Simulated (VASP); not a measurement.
# Tl (Im-3m) in VASP: further runs, part 2 of 2

VASP 6.6.1. The steps go on from the part before.

**4. Single point, PBE, collinear spin, ferromagnetic start**

Input file INCAR:

```
  PREC = Accurate
  ENCUT = 520
  EDIFF = 1E-6
  ISMEAR = 0
  SIGMA = 0.1
  LREAL = F
  LASPH = T
  NELM = 150
  ALGO = Normal
  ISIF = 2
  LWAVE = F
  LCHARG = T
  ISPIN = 2
  MAGMOM = 0.1
  LORBIT = 11
  GGA = PE
  LELF = T
  LVHAR = T
  NBANDS = 16
  ISYM = 0
```

Input file KPOINTS:

```
regular mesh
0
Gamma
  2 2 5
```

Input file POSCAR:

```
Tl
1.0
   -1.9410000000      1.9410000000      1.9410000000
    1.9410000000     -1.9410000000      1.9410000000
    1.9410000000      1.9410000000     -1.9410000000
Tl
1
Direct
    0.0000000000      0.0000000000      0.0000000000
```

The run is started by

```bash
$ cat potpaw_PBE.64/Tl_d/POTCAR > POTCAR
$ mpirun -np 1 vasp_std > vasp.out
```

It took 7.2 s on 1 thread of Intel Xeon 6975P-C (Granite Rapids), shared host; peak memory 0.17 GiB.

It converged, with:

```yaml
Free_energy: -2.5847 eV
Pressure: 2.9 GPa
Net_moment: 0.00 μB per cell
Valence_electrons_inside_the_program's_atomic_spheres: Tl 11.22
```

Stress tensor (GPa, compression positive):
```
  4.65 -10.16  -3.66
-10.16   4.65  -3.66
 -3.66  -3.66  -0.70
```

Levels at points of the mesh, in eV from the Fermi level:
Spin up:
```csv
k point,band 4,band 5,band 6,band 7,band 8,band 9,band 10,band 11
"(0.00, 0.00, 0.00)",-10.21,-10.20,-8.90,11.57,11.60,11.62,13.25,13.27
"(0.50, 0.00, 0.00)",-10.20,-9.94,-4.03,-1.67,6.73,8.08,10.92,12.14
"(0.00, 0.50, 0.00)",-10.20,-9.94,-4.03,-1.67,6.73,8.08,10.92,12.14
"(0.50, 0.50, 0.00)",-10.20,-9.91,-4.03,-1.64,6.75,8.06,10.94,12.13
```
Spin down:
```tsv
k point	band 2	band 3	band 4	band 5	band 6	band 7	band 8	band 9	band 10	band 11
(0.00, 0.00, 0.00)	-10.61	-10.59	-10.21	-10.20	-8.90	11.57	11.60	11.62	13.25	13.27
(0.50, 0.00, 0.00)	-10.76	-10.22	-10.20	-9.94	-4.03	-1.67	6.73	8.08	10.92	12.14
(0.00, 0.50, 0.00)	-10.76	-10.22	-10.20	-9.94	-4.03	-1.67	6.73	8.08	10.92	12.14
(0.50, 0.50, 0.00)	-10.73	-10.26	-10.20	-9.91	-4.03	-1.64	6.75	8.06	10.94	12.13
```

Caveat: the k points lie up to 1.14 Å⁻¹ apart; spin-orbit coupling is left out, which moves the levels of the heavy elements.

**5. Single point, r2SCAN**

POSCAR is that of step 4.

Input file INCAR.step1:

```
PREC     = Accurate       # precision mode
ENCUT    = 550            # plane-wave cutoff, eV
ISMEAR   = 0              # smearing method
SIGMA    = 0.1            # smearing width, eV
LREAL    = F              # projectors in reciprocal space
LASPH    = T              # aspherical terms in the spheres
NELM     = 120            # most SCF steps
NBANDS   = 12             # bands
GGA      = PE             # functional
ALGO     = Normal         # electronic algorithm
EDIFF    = 1E-5           # SCF threshold, eV
LWAVE    = T              # write WAVECAR
LCHARG   = F              # write CHGCAR
GGA_COMPAT= F
```

Input file INCAR.step2:

```
PREC     = Accurate       # precision mode
ENCUT    = 550            # plane-wave cutoff, eV
EDIFF    = 1E-6           # SCF threshold, eV
ISMEAR   = 0              # smearing method
SIGMA    = 0.1            # smearing width, eV
LREAL    = F              # projectors in reciprocal space
LASPH    = T              # aspherical terms in the spheres
NELM     = 120            # most SCF steps
ALGO     = Normal         # electronic algorithm
ISIF     = 2              # what is computed and relaxed
LWAVE    = F              # write WAVECAR
LCHARG   = T              # write CHGCAR
METAGGA  = R2SCAN         # meta-GGA
LMIXTAU  = T            
LELF     = T              # ELF
LVHAR    = T            
NBANDS   = 12             # bands
ISTART   = 1            
GGA_COMPAT= F
```

Input file KPOINTS:

```
regular mesh
0
Gamma
  7 7 7
```

Potentials or basis: VASP PAW PBE potentials, release 64 (Tl_d).

The run is started by

```bash
$ cat potpaw_PBE.64/Tl_d/POTCAR > POTCAR
$ cp INCAR.step1 INCAR
$ mpirun -np 1 vasp_std > vasp.out
$ cp INCAR.step2 INCAR
$ mpirun -np 1 vasp_std > vasp.out
```

OUTCAR:

```text
PREC = Accurate
   ENCUT = 550
   EDIFF = 1E-6
   ISMEAR = 0
   LREAL = F
   LASPH = T
   NELM = 120
   ISIF = 2
   METAGGA = R2SCAN
   ISTART = 1

 ion  position               nearest neighbor table
   1  0.000  0.000  0.000-

  LATTYP: Found a body centered cubic cell.
 ALAT       =     3.8820000000

  Lattice vectors:

 A1 = (  -1.9410000000,   1.9410000000,   1.9410000000)
 A2 = (   1.9410000000,  -1.9410000000,   1.9410000000)
 A3 = (   1.9410000000,   1.9410000000,  -1.9410000000)

Analysis of symmetry for initial positions (statically):
=====================================================================
 Subroutine PRICEL returns:
 Original cell was already a primitive cell.

 Routine SETGRP: Setting up the symmetry group for a
 body centered cubic supercell.

 Subroutine GETGRP returns: Found 48 space group operations
 (whereof 48 operations were pure point group operations)
 out of a pool of 48 trial point group operations.

The static configuration has the point symmetry O_h .

Analysis of symmetry for dynamics (positions and initial velocities):
=====================================================================
 Subroutine PRICEL returns:
 Original cell was already a primitive cell.

 Routine SETGRP: Setting up the symmetry group for a
 body centered cubic supercell.

 Subroutine GETGRP returns: Found 48 space group operations
 (whereof 48 operations were pure point group operations)
 out of a pool of 48 trial point group operations.

The dynamic configuration has the point symmetry O_h .

 Subroutine INISYM returns: Found 48 space group operations
 (whereof 48 operations are pure point group operations),
 and found     1 'primitive' translations

----------------------------------------------------------------------------------------

                                     Primitive cell

  volume of cell :      29.2507

  direct lattice vectors                    reciprocal lattice vectors
    -1.941000000  1.941000000  1.941000000     0.000000000  0.257599176  0.257599176
     1.941000000 -1.941000000  1.941000000     0.257599176  0.000000000  0.257599176
     1.941000000  1.941000000 -1.941000000     0.257599176  0.257599176  0.000000000

  length of vectors
     3.361910617  3.361910617  3.361910617     0.364300248  0.364300248  0.364300248

  position of ions in fractional coordinates (direct lattice)
     0.000000000  0.000000000  0.000000000

  ion indices of the primitive-cell ions
   primitive index   ion index
                 1           1

----------------------------------------------------------------------------------------

 KPOINTS: regular mesh

Automatic generation of k-mesh.
 Grid dimensions read from file:
 generate k-points for:    7    7    7

 Generating k-lattice:

  Cartesian coordinates                     Fractional coordinates (reciprocal lattice)
     0.000000000  0.036799882  0.036799882     0.142857143  0.000000000  0.000000000
     0.036799882  0.000000000  0.036799882     0.000000000  0.142857143  0.000000000
     0.036799882  0.036799882  0.000000000     0.000000000  0.000000000  0.142857143

  Length of vectors
     0.052042893  0.052042893  0.052042893

  Shift w.r.t. Gamma in fractional coordinates (k-lattice)
     0.000000000  0.000000000  0.000000000

 Subroutine IBZKPT returns following result:
 ===========================================

 Found     20 irreducible k-points:

 Following reciprocal coordinates:
            Coordinates               Weight
  0.000000  0.000000  0.000000      1.000000
  0.142857  0.000000  0.000000     12.000000
  0.285714  0.000000  0.000000     12.000000
  0.428571  0.000000  0.000000     12.000000
  0.142857  0.142857  0.000000     24.000000
  0.285714  0.142857  0.000000     48.000000
[... 12 lines left out ...]
 -0.428571 -0.428571  0.285714      8.000000
 -0.428571  0.428571  0.428571      6.000000
   k-points           NKPTS =     20   k-points in BZ     NKDIM =     20   number of bands    NBANDS=     12
   number of dos      NEDOS =    301   number of ions     NIONS =      1
   total plane-waves  NPLWV =  21952
   dimension x,y,z NGX =    28 NGY =   28 NGZ =   28
   dimension x,y,z NGXF=    56 NGYF=   56 NGZF=   56
   ions per type =               1
   NGX,Y,Z   is equivalent  to a cutoff of  13.85, 13.85, 13.85 a.u.
   NGXF,Y,Z  is equivalent  to a cutoff of  27.69, 27.69, 27.69 a.u.
 SYSTEM =  unknown system
   PREC   = accura    normal or accurate (medium, high low for compatibility)
   ISTART =      1    job   : 0-new  1-cont  2-samecut
   ICHARG =      0    charge: 1-file 2-atom 10-const
   ISPIN  =      1    spin polarized calculation?
   LNONCOLLINEAR =      F non collinear calculations
   LSORBIT =      F    spin-orbit coupling
   LASPH  =      T    aspherical Exc in radial PAW
   ENCUT  =  550.0 eV  40.42 Ry    6.36 a.u.   6.43  6.43  6.43*2*pi/ulx,y,z
   NELM   =    120;   NELMIN=  2; NELMDL=  0     # of ELM steps
   EDIFF  = 0.1E-05   stopping-criterion for ELM
   LREAL  =      F    real-space projection
   EDIFFG = 0.1E-04   stopping-criterion for IOM
   NSW    =      0    number of steps for IOM
   IBRION =     -1    ionic relax: 0-MD 1-quasi-New 2-CG
   NFREE  =      0    steps in history (QN), initial steepest desc. (CG)
   ISIF   =      2    stress and relaxation
   ISYM   =      2    0-nonsym 1-usesym 2-fastsym
   POTIM  = 0.5000    time-step for ionic-motion
   TEBEG  =    0.0;   TEEND  =   0.0 temperature during run
   PSTRESS=    0.0 pullay stress
   NELECT =      13.0000    total number of electrons
   NUPDOWN=      -1.0000    fix difference up-down
   EMIN   =  10.00;   EMAX   =-10.00  energy-range for DOS
   EFERMI =   0.00;   METHOD = LEGACY
   ISMEAR =     0;   SIGMA  =   0.10  broadening in eV -4-tet -1-fermi 0-gaus
   EFERMI_NEDOS =   21; number of points for ismear=-14 and -15
   IALGO  =     38    algorithm
   IMIX   =      4    mixing-type and parameters
     AMIX     =   0.40;   BMIX     =  1.00
     AMIX_MAG =   1.60;   BMIX_MAG =  1.00
  volume/ion in A,a.u.               =      29.25       197.39
  Fermi-wavevector in a.u.,A,eV,Ry     =   1.249330  2.360891 21.236311  1.560825
  Thomas-Fermi vector in A             =   2.383375
   LORBIT       =      0    0 simple, 1 ext, 2 COOP (PROOUT), +10 PAW based schemes
   METAGGA = R2SCAN    functional components
   LHFCALC =     F    Hartree Fock is set to
   AEXX    =    0.0000 exact exchange contribution
   IVDW    =     0    specifies the selected vdW correction
   LEPSILON=     F    determine dielectric tensor
   LRPA    =     F    only Hartree local field effects (RPA)
 non-spin polarized calculation
 Gauss-broadening in eV      SIGMA  =   0.10
  energy-cutoff  :      550.00
  volume of cell :       29.25
 maximum number of plane-waves:       887
 NGX is ok and might be reduce to    28

 number of electron      13.0000002 magnetization

 Free energy of the ion-electron system (eV)
  ---------------------------------------------------
  ext. energy  EPLUGINS =         0.00000000
  ---------------------------------------------------
  free energy    TOTEN  =       -53.12628796 eV

  energy without entropy =      -53.12336755  energy(sigma->0) =      -53.12482775

 E-fermi :   6.5630     XC(G=0): -10.7050

 val. band max:        6.4602949619   @ k =  -0.4286   0.4286   0.2857
 cond. band min:       6.6960028556   @ k =   0.2857   0.1429   0.0000
 fundamental gap:      0.2357078937
 Fermi energy:         6.5630173319

 k-point     1 :       0.0000    0.0000    0.0000
  band No.  band energies     occupation
      1      -5.9191      2.00000
      2      -5.9191      2.00000
      3      -5.9191      2.00000
      4      -5.4941      2.00000
      5      -5.4941      2.00000
      6      -3.9932      2.00000
      7      17.2066      0.00000
      8      17.2066      0.00000
      9      17.2066      0.00000
     10      19.3076      0.00000
     11      19.3076      0.00000
     12      19.3076      0.00000
[... 271 lines left out ...]
 k-point    20 :      -0.4286    0.4286    0.4286
  band No.  band energies     occupation
      1      -6.0794      2.00000
      2      -6.0523      2.00000
      3      -5.3328      2.00000
      4      -5.3328      2.00000
      5      -5.3142      2.00000
      6       3.5325      2.00000
      7       7.9603      0.00000
      8       8.0953      0.00000
      9       8.0953      0.00000
     10      13.3122      0.00000
     11      14.4379      0.00000
     12      25.0628      0.00000

------------------------ aborting loop because EDIFF is reached ----------------------------------------

  FORCE on cell =-STRESS in cart. coord.  units (eV):
  Direction    XX          YY          ZZ          XY          YZ          ZX
  --------------------------------------------------------------------------------------
  -------------------------------------------------------------------------------------
  Total        0.1296587      0.1296587      0.1296587      0.0000000      0.0000000     -0.0000000
  in kB        7.1019191      7.1019191      7.1019191      0.0000000      0.0000000     -0.0000000
  external PRESSURE =       7.1019191 kB  Pullay stress =       0.0000000 kB

 VOLUME and BASIS-vectors are now :
 -----------------------------------------------------------------------------
  energy-cutoff  :      550.00
  volume of cell :       29.25
      direct lattice vectors                 reciprocal lattice vectors
    -1.941000000  1.941000000  1.941000000     0.000000000  0.257599176  0.257599176
     1.941000000 -1.941000000  1.941000000     0.257599176  0.000000000  0.257599176
     1.941000000  1.941000000 -1.941000000     0.257599176  0.257599176  0.000000000

 POSITION                                       TOTAL-FORCE (eV/Angst)
 -----------------------------------------------------------------------------------
      0.00000      0.00000      0.00000         0.000000     -0.000000      0.000000
 -----------------------------------------------------------------------------------
    total drift:                                0.000000     -0.000000     -0.000000

  FREE ENERGIE OF THE ION-ELECTRON SYSTEM (eV)
  ---------------------------------------------------
  free  energy   TOTEN  =       -53.1262879606 eV

  energy  without entropy=      -53.1233675488  energy(sigma->0) =      -53.12482775
```

Run time: 15 s. Hardware: 1 thread of Intel Xeon 6975P-C (Granite Rapids), shared host; peak memory 0.16 GiB.

What came out:

```
Free energy : -53.1263 eV
Pressure    : 0.7 GPa
```

Caveat: the PAW data sets were made with another functional, which shifts forces and pressure a little; spin-orbit coupling is left out, which moves the levels of the heavy elements.

**6. Overview**

| task | level | spin | cell | k mesh | cutoff (eV) | smearing | gap on the mesh (eV) | pressure (GPa) |
| --- | --- | --- | --- | --- | --- | --- | --- | --- |
| single point | PBE | off | as given | 7 × 7 × 7 | 520 | tetrahedron | none | 2.3 |
| relaxation of cell and atoms | PBEsol | off | relaxed to -3 GPa | 2 × 3 × 1, shifted | 600 | methfessel-paxton 0.078 eV | none | -3.0 |
| single point | PBE | collinear, ferromagnetic start | as given | 2 × 2 × 5 | 520 | gaussian 0.1 eV | none | 2.9 |
| single point | r2SCAN | off | as given | 7 × 7 × 7 | 550 | gaussian 0.1 eV | none | 0.7 |

Alike in all rows: potentials or basis VASP PAW PBE potentials, release 64 (Tl_d).

Caveats: some runs use coarse meshes; spin-orbit coupling is left out, which moves the levels of the heavy elements; the PAW data sets were made with another functional, which shifts forces and pressure a little (some runs); the cell is relaxed towards a set pressure, so the enthalpy falls and the energy may rise (some runs).

Total energies depend on the potentials used, so only differences within one code and one set of settings carry meaning.
